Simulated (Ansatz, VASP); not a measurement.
One calculation of GaP, two programs

File POSCAR:

```
GaP
1.0
    0.0000000000      2.8478862500      2.7252500000
    2.7252500000      0.0000000000      2.7252500000
    2.7252500000      2.8478862500      0.0000000000
Ga P
1 1
Direct
    0.0000000000      0.0000000000      0.0000000000
    0.7500000000      0.7500000000      0.7500000000
```

Contents of INCAR.step1:

```
SYSTEM = GaP
PREC = Accurate
ENCUT = 520
ISMEAR = 0
SIGMA = 0.05
LREAL = .False.
LASPH = .True.
NELM = 100
NBANDS = 16
GGA = PE
ALGO = Normal
EDIFF = 1E-4
LWAVE = .True.
LCHARG = .False.
```

Contents of INCAR.step2:

```
SYSTEM = GaP
PREC = Accurate
ENCUT = 520
EDIFF = 1E-6
ISMEAR = 0
SIGMA = 0.05
LREAL = .False.
LASPH = .True.
NELM = 100
ALGO = Normal
ISIF = 2
LWAVE = .False.
LCHARG = .False.
METAGGA = R2SCAN
LMIXTAU = .True.
NBANDS = 16
ISTART = 1
```

The input KPOINTS:

```
regular mesh
0
Gamma
  8 8 8
  0 0 0
```

Input for Ansatz:

```yaml
crystal:
  lattice:
    - [0.0, 2.84788625, 2.72525]
    - [2.72525, 0.0, 2.72525]
    - [2.72525, 2.84788625, 0.0]
  atoms:
    - { symbol: Ga, position: [0.0, 0.0, 0.0] }
    - { symbol: P, position: [0.75, 0.75, 0.75] }
basis:
  ecutwfc: 500
kpoints:
  mp_grid: { grid: [8, 8, 8] }
hamiltonian:
  xc: r2scan
scf:
  occupations: { method: gaussian, width: 0.05 }
output:
  forces: true
  stress: true
  eigenvalues: true
  write_density: true
  write_potential: true
  elf: true
  volumetric_format: npy
```

Change from the starting cell: strain +0.0450 x Voigt [0, 1, 0, 0, 0, 0], atoms carried along.

Alike in both runs: task single point; functional r2SCAN; k mesh 8 × 8 × 8; occupations gaussian, width 0.05 eV; no spin polarisation.

|  | VASP | Ansatz |
| --- | --- | --- |
| version | VASP 6.6.1 | Ansatz 0.2.0 |
| potentials or method | VASP PAW PBE potentials, release 64 (Ga_d, P), cutoff 520 eV | scalar-relativistic, plane waves, PAW |
| valence electrons in the cell | 18 | 18 |

```tsv
	VASP	Ansatz	Ansatz less VASP
gap on the k mesh at the Fermi level (eV)	1.74	1.73	-0.008
least direct gap on the mesh (eV)	1.85	1.87	+0.020
pressure (GPa)	-3.6	-3.5	+0.08
traceless stress, the component that is largest in VASP (GPa)	-2.54	-2.54	-0.001
```

VASP's potentials were made for PBE, not for r2SCAN.
